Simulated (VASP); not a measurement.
# Si (P1) in VASP: further runs

The runs below take Si through single point, with PBE, HSE06.

Program: VASP 6.6.1. These are calculated values, not measurements. Logs are shortened: lines on timing, memory, paths and dates and some standing lists are left out, and cuts for length are marked.

### 1 The cell of the first run

The typed cell holds 15 atoms: a = 10.860 Å, b = 5.430 Å, c = 5.430 Å, α = 90.00°, β = 90.00°, γ = 90.00°.

### 2 Single point, PBE

File INCAR:

```
  ALGO = Normal
  EDIFF = 1E-6
  ENCUT = 500
  GGA = PE
  GGA_COMPAT = F
  ISIF = 2
  ISMEAR = 0
  LASPH = T
  LCHARG = F
  LREAL = F
  LWAVE = F
  NBANDS = 43
  NELECT = 58.0
  NELM = 120
  PREC = Accurate
  SIGMA = 0.01
```

File KPOINTS:

```
k-points
0
Gamma
  1 1 1
```

File POSCAR:

```
Si
1.0
   10.8600000000      0.0000000000      0.0000000000
    0.0000000000      5.4300000000      0.0000000000
    0.0000000000      0.0000000000      5.4300000000
Si
15
Direct
    0.0005740000      0.9966860000      0.9921590000
    0.0028620000      0.5036580000      0.5014090000
    0.2539240000      0.0032970000      0.4986950000
    0.1204690000      0.2497770000      0.2512250000
    0.1247400000      0.7467910000      0.7517610000
    0.3744750000      0.2449760000      0.7545420000
    0.3679700000      0.7566100000      0.2540310000
    0.5017240000      0.9954420000      0.9968840000
    0.5043080000      0.4982360000      0.5079880000
    0.7511870000      0.9969860000      0.4993270000
    0.7489650000      0.5033010000      0.0024170000
    0.6236760000      0.2419470000      0.2570220000
    0.6274030000      0.7549770000      0.7402560000
    0.8762100000      0.2501360000      0.7411620000
    0.8705500000      0.7615670000      0.2525200000
```

Potentials or basis: VASP PAW PBE potentials, release 64 (Si).

The run is started by

```bash
$ cat potpaw_PBE.64/Si/POTCAR > POTCAR
$ mpirun -np 1 vasp_gam > vasp.out
```

OUTCAR:

```text
EDIFF = 1E-6
   ENCUT = 500
   GGA = PE
   ISIF = 2
   ISMEAR = 0
   LASPH = T
   LREAL = F
   NELECT = 58.0
   NELM = 120
   PREC = Accurate

 ion  position               nearest neighbor table
   1  0.001  0.997  0.992-   5 2.32   4 2.36  14 2.36  15 2.37
   2  0.003  0.504  0.501-   5 2.31   4 2.32  14 2.34  15 2.42
   3  0.254  0.003  0.499-   7 2.26   6 2.32   4 2.39   5 2.41
   4  0.120  0.250  0.251-   2 2.32   1 2.36   3 2.39
   5  0.125  0.747  0.752-   2 2.31   1 2.32   3 2.41
   6  0.374  0.245  0.755-   3 2.32   8 2.34   9 2.38
   7  0.368  0.757  0.254-   3 2.26   8 2.40   9 2.46
   8  0.502  0.995  0.997-   6 2.34  13 2.35  12 2.35   7 2.40
   9  0.504  0.498  0.508-  13 2.31  12 2.34   6 2.38   7 2.46
  10  0.751  0.997  0.499-  15 2.26  13 2.29  12 2.33  14 2.34
  11  0.749  0.503  0.002-  15 2.36  13 2.37  12 2.40  14 2.41
  12  0.624  0.242  0.257-  10 2.33   9 2.34   8 2.35  11 2.40
  13  0.627  0.755  0.740-  10 2.29   9 2.31   8 2.35  11 2.37
  14  0.876  0.250  0.741-  10 2.34   2 2.34   1 2.36  11 2.41
  15  0.871  0.762  0.253-  10 2.26  11 2.36   1 2.37   2 2.42

  LATTYP: Found a simple tetragonal cell.
 ALAT       =     5.4300000000
 C/A-ratio  =     2.0000000000

  Lattice vectors:

 A1 = (   0.0000000000,   5.4300000000,   0.0000000000)
 A2 = (   0.0000000000,   0.0000000000,   5.4300000000)
 A3 = (  10.8600000000,   0.0000000000,   0.0000000000)

Analysis of symmetry for initial positions (statically):
=====================================================================
 Subroutine PRICEL returns:
 Original cell was already a primitive cell.

 Routine SETGRP: Setting up the symmetry group for a
 simple tetragonal supercell.

 Subroutine GETGRP returns: Found  1 space group operations
 (whereof  1 operations were pure point group operations)
 out of a pool of 16 trial point group operations.

The static configuration has the point symmetry C_1 .

Analysis of symmetry for dynamics (positions and initial velocities):
=====================================================================
 Subroutine PRICEL returns:
 Original cell was already a primitive cell.

 Routine SETGRP: Setting up the symmetry group for a
 simple tetragonal supercell.

 Subroutine GETGRP returns: Found  1 space group operations
 (whereof  1 operations were pure point group operations)
 out of a pool of 16 trial point group operations.

The dynamic configuration has the point symmetry C_1 .

 Subroutine INISYM returns: Found  1 space group operations
 (whereof  1 operations are pure point group operations),
 and found     1 'primitive' translations

----------------------------------------------------------------------------------------

                                     Primitive cell

  volume of cell :     320.2060

  direct lattice vectors                    reciprocal lattice vectors
    10.860000000  0.000000000  0.000000000     0.092081031  0.000000000  0.000000000
     0.000000000  5.430000000  0.000000000     0.000000000  0.184162063  0.000000000
     0.000000000  0.000000000  5.430000000     0.000000000  0.000000000  0.184162063

  length of vectors
    10.860000000  5.430000000  5.430000000     0.092081031  0.184162063  0.184162063

  position of ions in fractional coordinates (direct lattice)
     0.000574000  0.996686000  0.992159000
     0.002862000  0.503658000  0.501409000
     0.253924000  0.003297000  0.498695000
     0.120469000  0.249777000  0.251225000
     0.124740000  0.746791000  0.751761000
     0.374475000  0.244976000  0.754542000
     0.367970000  0.756610000  0.254031000
     0.501724000  0.995442000  0.996884000
     0.504308000  0.498236000  0.507988000
     0.751187000  0.996986000  0.499327000
     0.748965000  0.503301000  0.002417000
     0.623676000  0.241947000  0.257022000
     0.627403000  0.754977000  0.740256000
     0.876210000  0.250136000  0.741162000
     0.870550000  0.761567000  0.252520000

  ion indices of the primitive-cell ions
   primitive index   ion index
                 1           1
                 2           2
                 3           3
                 4           4
                 5           5
                 6           6
                 7           7
                 8           8
                 9           9
                10          10
                11          11
                12          12
                13          13
                14          14
                15          15

----------------------------------------------------------------------------------------

 KPOINTS: k-points

Automatic generation of k-mesh.
 Grid dimensions read from file:
 generate k-points for:    1    1    1

 Generating k-lattice:

  Cartesian coordinates                     Fractional coordinates (reciprocal lattice)
     0.092081031  0.000000000  0.000000000     1.000000000  0.000000000  0.000000000
     0.000000000  0.184162063  0.000000000     0.000000000  1.000000000  0.000000000
     0.000000000  0.000000000  0.184162063     0.000000000  0.000000000  1.000000000

  Length of vectors
     0.092081031  0.184162063  0.184162063

  Shift w.r.t. Gamma in fractional coordinates (k-lattice)
     0.000000000  0.000000000  0.000000000

 Subroutine IBZKPT returns following result:
 ===========================================

 Found      1 irreducible k-points:

 Following reciprocal coordinates:
            Coordinates               Weight
  0.000000  0.000000  0.000000      1.000000
   k-points           NKPTS =      1   k-points in BZ     NKDIM =      1   number of bands    NBANDS=     43
   number of dos      NEDOS =    301   number of ions     NIONS =     15
   total plane-waves  NPLWV = 128000
   dimension x,y,z NGX =    80 NGY =   40 NGZ =   40
   dimension x,y,z NGXF=   160 NGYF=   80 NGZF=   80
   ions per type =              15
   NGX,Y,Z   is equivalent  to a cutoff of  12.25, 12.25, 12.25 a.u.
   NGXF,Y,Z  is equivalent  to a cutoff of  24.49, 24.49, 24.49 a.u.
 SYSTEM =  unknown system
   PREC   = accura    normal or accurate (medium, high low for compatibility)
   ISTART =      0    job   : 0-new  1-cont  2-samecut
   ICHARG =      2    charge: 1-file 2-atom 10-const
   ISPIN  =      1    spin polarized calculation?
   LNONCOLLINEAR =      F non collinear calculations
   LSORBIT =      F    spin-orbit coupling
   LASPH  =      T    aspherical Exc in radial PAW
   ENCUT  =  500.0 eV  36.75 Ry    6.06 a.u.  19.80  9.90  9.90*2*pi/ulx,y,z
   NELM   =    120;   NELMIN=  2; NELMDL= -5     # of ELM steps
   EDIFF  = 0.1E-05   stopping-criterion for ELM
   LREAL  =      F    real-space projection
   EDIFFG = 0.1E-04   stopping-criterion for IOM
   NSW    =      0    number of steps for IOM
   IBRION =     -1    ionic relax: 0-MD 1-quasi-New 2-CG
   NFREE  =      0    steps in history (QN), initial steepest desc. (CG)
   ISIF   =      2    stress and relaxation
   ISYM   =      2    0-nonsym 1-usesym 2-fastsym
   POTIM  = 0.5000    time-step for ionic-motion
   TEBEG  =    0.0;   TEEND  =   0.0 temperature during run
   PSTRESS=    0.0 pullay stress
   NELECT =      58.0000    total number of electrons
   NUPDOWN=      -1.0000    fix difference up-down
   EMIN   =  10.00;   EMAX   =-10.00  energy-range for DOS
   EFERMI =   0.00;   METHOD = LEGACY
   ISMEAR =     0;   SIGMA  =   0.01  broadening in eV -4-tet -1-fermi 0-gaus
   EFERMI_NEDOS =   21; number of points for ismear=-14 and -15
   IALGO  =     38    algorithm
   IMIX   =      4    mixing-type and parameters
     AMIX     =   0.40;   BMIX     =  1.00
     AMIX_MAG =   1.60;   BMIX_MAG =  1.00
  volume/ion in A,a.u.               =      21.35       144.06
  Fermi-wavevector in a.u.,A,eV,Ry     =   0.926277  1.750410 11.673657  0.857990
  Thomas-Fermi vector in A             =   2.052222
   LORBIT       =      0    0 simple, 1 ext, 2 COOP (PROOUT), +10 PAW based schemes
   GGA     = PE    functional components
   LHFCALC =     F    Hartree Fock is set to
   AEXX    =    0.0000 exact exchange contribution
   IVDW    =     0    specifies the selected vdW correction
   LEPSILON=     F    determine dielectric tensor
   LRPA    =     F    only Hartree local field effects (RPA)
 non-spin polarized calculation
 Gauss-broadening in eV      SIGMA  =   0.01
  energy-cutoff  :      500.00
  volume of cell :      320.21
 maximum number of plane-waves:      4068
 NGX is ok and might be reduce to    80
   NGX = 39   NGY = 19   NGZ = 19

 number of electron      58.0000000 magnetization

 Free energy of the ion-electron system (eV)
  ---------------------------------------------------
  ext. energy  EPLUGINS =         0.00000000
  ---------------------------------------------------
  free energy    TOTEN  =       -84.68649632 eV

  energy without entropy =      -84.68649632  energy(sigma->0) =      -84.68649632

 E-fermi :   4.5596     XC(G=0):  -8.9904

 val. band max:        4.4680372267   @ k =   0.0000   0.0000   0.0000
 cond. band min:       5.9964465762   @ k =   0.0000   0.0000   0.0000
 fundamental gap:      1.5284093495
 Fermi energy:         4.5596256971

 k-point     1 :       0.0000    0.0000    0.0000
  band No.  band energies     occupation
      1      -6.5212      2.00000
      2      -5.4954      2.00000
      3      -5.2057      2.00000
      4      -2.7389      2.00000
      5      -2.5772      2.00000
      6      -2.5282      2.00000
[... 33 lines left out ...]
     40       7.1187      0.00000
     41       8.2943      0.00000
 [bands above 41 left out]

------------------------ aborting loop because EDIFF is reached ----------------------------------------

  FORCE on cell =-STRESS in cart. coord.  units (eV):
  Direction    XX          YY          ZZ          XY          YZ          ZX
  --------------------------------------------------------------------------------------
  -------------------------------------------------------------------------------------
  Total      -33.7542927     -4.0844797     -4.2775555     -0.4236486      2.8299580     -1.0815365
  in kB     -168.8924010    -20.4370327    -21.4031036     -2.1197609     14.1599293     -5.4115576
  external PRESSURE =     -70.2441791 kB  Pullay stress =       0.0000000 kB

 VOLUME and BASIS-vectors are now :
 -----------------------------------------------------------------------------
  energy-cutoff  :      500.00
  volume of cell :      320.21
      direct lattice vectors                 reciprocal lattice vectors
    10.860000000  0.000000000  0.000000000     0.092081031  0.000000000  0.000000000
     0.000000000  5.430000000  0.000000000     0.000000000  0.184162063  0.000000000
     0.000000000  0.000000000  5.430000000     0.000000000  0.000000000  0.184162063

 POSITION                                       TOTAL-FORCE (eV/Angst)
 -----------------------------------------------------------------------------------
      0.00623      5.41200      5.38742         0.074142      0.298096      0.340968
      0.03108      2.73486      2.72265        -0.152863      0.216606     -0.294084
      2.75761      0.01790      2.70791        -1.074068      0.222126      0.351444
      1.30829      1.35629      1.36415        -0.376679     -0.341010     -0.010023
      1.35468      4.05508      4.08206        -0.216383      0.270016     -0.205419
      4.06680      1.33022      4.09716         1.064352      0.235087     -0.206758
      3.99615      4.10839      1.37939         1.842504     -0.661453     -0.250182
      5.44872      5.40525      5.41308        -0.708794     -0.030124      0.360656
      5.47678      2.70542      2.75837        -1.188925     -0.013025     -0.436369
      8.15789      5.41363      2.71135        -0.119522      0.692882      0.167512
      8.13376      2.73292      0.01312         0.075247     -0.311578     -0.056734
      6.77312      1.31377      1.39563         0.093542      0.079063     -0.148322
      6.81360      4.09953      4.01959        -0.037607     -0.017201      0.392020
      9.51564      1.35824      4.02451        -0.071084     -0.124109      0.147375
      9.45417      4.13531      1.37118         0.796140     -0.515376     -0.152083
 -----------------------------------------------------------------------------------
    total drift:                               -0.000036      0.000035     -0.000090

  FREE ENERGIE OF THE ION-ELECTRON SYSTEM (eV)
  ---------------------------------------------------
  free  energy   TOTEN  =       -84.6864963224 eV

  energy  without entropy=      -84.6864963224  energy(sigma->0) =      -84.68649632
```

Wall time 17 s (1 thread of Intel Xeon 6975P-C (Granite Rapids), shared host); peak memory 0.29 GiB.

Results:

- Free energy: -84.6865 eV
- Largest force: 1.974 eV/Å

Forces on the atoms (eV/Å):
```
Si   0.074  0.298  0.341
Si  -0.153  0.217 -0.294
Si  -1.074  0.222  0.351
Si  -0.377 -0.341 -0.010
Si  -0.216  0.270 -0.205
Si   1.064  0.235 -0.207
Si   1.843 -0.661 -0.250
Si  -0.709 -0.030  0.361
Si  -1.189 -0.013 -0.436
Si  -0.120  0.693  0.168
Si   0.075 -0.312 -0.057
Si   0.094  0.079 -0.148
Si  -0.038 -0.017  0.392
Si  -0.071 -0.124  0.147
Si   0.796 -0.515 -0.152
```

Levels at points of the mesh, in eV from the Fermi level:
```
           k point  band 27  band 28  band 29  band 30  band 31  band 32
(0.00, 0.00, 0.00)    -0.92    -0.22    -0.09     1.44     1.56     1.64
```

Caveat: the k points lie up to 1.16 Å⁻¹ apart; the cell carries a net charge on a neutralising background, which shifts energy and pressure; the cell is charged against a uniform background, so pressure and absolute levels hang on convention; forces of over 1 eV/Å act on the atoms, so gaps and moduli don't describe the material at rest.

### 3 Single point, PBE

File INCAR:

```
SYSTEM = Si
PREC = Accurate
ENCUT = 500
EDIFF = 1E-6
ISMEAR = -1
SIGMA = 0.01
LREAL = .FALSE.
LASPH = .TRUE.
NELM = 120
ALGO = Normal
ISIF = 2
LWAVE = .FALSE.
LCHARG = .FALSE.
GGA = PE
NBANDS = 43
NELECT = 58.0
GGA_COMPAT = .FALSE.
```

File KPOINTS:

```
Automatic mesh
0
G
  1 1 1
  0 0 0
```

POSCAR is that of step 2.

Potentials or basis: VASP PAW PBE potentials, release 64 (Si).

The run is started by

```bash
$ cat potpaw_PBE.64/Si/POTCAR > POTCAR
$ mpirun -np 1 vasp_gam > vasp.out
```

OUTCAR:

```text
SYSTEM = Si
   PREC = Accurate
   ENCUT = 500
   EDIFF = 1E-6
   ISMEAR = -1
   LREAL = .FALSE.
   LASPH = .TRUE.
   NELM = 120
   ISIF = 2
   GGA = PE
   NELECT = 58.0

 ion  position               nearest neighbor table
   1  0.001  0.997  0.992-   5 2.32   4 2.36  14 2.36  15 2.37
   2  0.003  0.504  0.501-   5 2.31   4 2.32  14 2.34  15 2.42
   3  0.254  0.003  0.499-   7 2.26   6 2.32   4 2.39   5 2.41
   4  0.120  0.250  0.251-   2 2.32   1 2.36   3 2.39
[... 262 lines left out ...]
  energy-cutoff  :      500.00
  volume of cell :      320.21
      direct lattice vectors                 reciprocal lattice vectors
    10.860000000  0.000000000  0.000000000     0.092081031  0.000000000  0.000000000
     0.000000000  5.430000000  0.000000000     0.000000000  0.184162063  0.000000000
     0.000000000  0.000000000  5.430000000     0.000000000  0.000000000  0.184162063

 POSITION                                       TOTAL-FORCE (eV/Angst)
 -----------------------------------------------------------------------------------
      0.00623      5.41200      5.38742         0.074142      0.298096      0.340968
      0.03108      2.73486      2.72265        -0.152863      0.216606     -0.294084
      2.75761      0.01790      2.70791        -1.074068      0.222126      0.351444
      1.30829      1.35629      1.36415        -0.376679     -0.341010     -0.010023
      1.35468      4.05508      4.08206        -0.216383      0.270016     -0.205419
      4.06680      1.33022      4.09716         1.064352      0.235087     -0.206758
      3.99615      4.10839      1.37939         1.842504     -0.661453     -0.250182
      5.44872      5.40525      5.41308        -0.708794     -0.030124      0.360656
      5.47678      2.70542      2.75837        -1.188925     -0.013025     -0.436369
      8.15789      5.41363      2.71135        -0.119522      0.692882      0.167512
      8.13376      2.73292      0.01312         0.075247     -0.311578     -0.056734
      6.77312      1.31377      1.39563         0.093542      0.079063     -0.148322
      6.81360      4.09953      4.01959        -0.037607     -0.017201      0.392020
      9.51564      1.35824      4.02451        -0.071084     -0.124109      0.147375
      9.45417      4.13531      1.37118         0.796140     -0.515376     -0.152083
 -----------------------------------------------------------------------------------
    total drift:                               -0.000036      0.000035     -0.000090

  FREE ENERGIE OF THE ION-ELECTRON SYSTEM (eV)
  ---------------------------------------------------
  free  energy   TOTEN  =       -84.6864963219 eV

  energy  without entropy=      -84.6864963219  energy(sigma->0) =      -84.68649632
```

OSZICAR:

```text
N       E                     dE             d eps       ncg     rms          rms(c)
DAV:   1     0.274610301372E+03    0.27461E+03   -0.24209E+04    86   0.111E+03
DAV:   2    -0.536703262164E+02   -0.32828E+03   -0.29223E+03   108   0.190E+02
DAV:   3    -0.849942601566E+02   -0.31324E+02   -0.30528E+02   105   0.543E+01
DAV:   4    -0.856810879236E+02   -0.68683E+00   -0.68504E+00   100   0.101E+01
DAV:   5    -0.856969727002E+02   -0.15885E-01   -0.15876E-01   108   0.162E+00    0.131E+01
DAV:   6    -0.849477489303E+02    0.74922E+00   -0.12661E+00   108   0.345E+00    0.761E+00
DAV:   7    -0.846682681628E+02    0.27948E+00   -0.11809E+00   100   0.328E+00    0.180E+00
DAV:   8    -0.846786583979E+02   -0.10390E-01   -0.12160E-01   100   0.127E+00    0.583E-01
DAV:   9    -0.846834871369E+02   -0.48287E-02   -0.16346E-02    92   0.488E-01    0.255E-01
DAV:  10    -0.846855923470E+02   -0.21052E-02   -0.47137E-03    92   0.229E-01    0.122E-01
DAV:  11    -0.846862977414E+02   -0.70539E-03   -0.78444E-04    92   0.105E-01    0.529E-02
DAV:  12    -0.846864734001E+02   -0.17566E-03   -0.19111E-04   100   0.528E-02    0.169E-02
DAV:  13    -0.846864945164E+02   -0.21116E-04   -0.32936E-05    92   0.216E-02    0.444E-03
DAV:  14    -0.846864965516E+02   -0.20351E-05   -0.45822E-06   116   0.735E-03    0.223E-03
DAV:  15    -0.846864963219E+02    0.22972E-06   -0.57865E-07    52   0.297E-03
   1 F= -.84686496E+02 E0= -.84686496E+02  d E =-.630140E-11
```

stdout:

```text
POSCAR found type information on POSCAR Si
 POSCAR found :  1 types and      15 ions
 scaLAPACK will be used
 LDA part: xc-table for (Slater+PW92), standard interpolation
 POSCAR, INCAR and KPOINTS ok, starting setup
 FFT: planning ... GRIDC
 FFT: planning ... GRID_SOFT
 FFT: planning ... GRID
 WAVECAR not read
 entering main loop
 the old and the new charge density differ
 old charge density:    60.00000 new   58.00000
    0.131E+01
```

Wall time 14 s (1 thread of Intel Xeon 6975P-C (Granite Rapids), shared host); peak memory 0.3 GiB.

Results:

- Free energy: -84.6865 eV
- Largest force: 1.974 eV/Å

Forces in eV/Å, atoms in the order of the input:
```
Si   0.074  0.298  0.341
Si  -0.153  0.217 -0.294
Si  -1.074  0.222  0.351
Si  -0.377 -0.341 -0.010
Si  -0.216  0.270 -0.205
Si   1.064  0.235 -0.207
Si   1.843 -0.661 -0.250
Si  -0.709 -0.030  0.361
Si  -1.189 -0.013 -0.436
Si  -0.120  0.693  0.168
Si   0.075 -0.312 -0.057
Si   0.094  0.079 -0.148
Si  -0.038 -0.017  0.392
Si  -0.071 -0.124  0.147
Si   0.796 -0.515 -0.152
```

Levels at points of the mesh, in eV from the Fermi level:
```
           k point  band 26  band 27  band 28  band 29  band 30  band 31  band 32  band 33
(0.00, 0.00, 0.00)    -1.14    -1.08    -0.38    -0.25     1.28     1.40     1.48     1.50
```

Caveat: the k points lie up to 1.16 Å⁻¹ apart; the cell carries a net charge on a neutralising background, which shifts energy and pressure; the cell is charged against a uniform background, so pressure and absolute levels hang on convention; forces of over 1 eV/Å act on the atoms, so gaps and moduli don't describe the material at rest.

(Continued in part 2 of 2.)
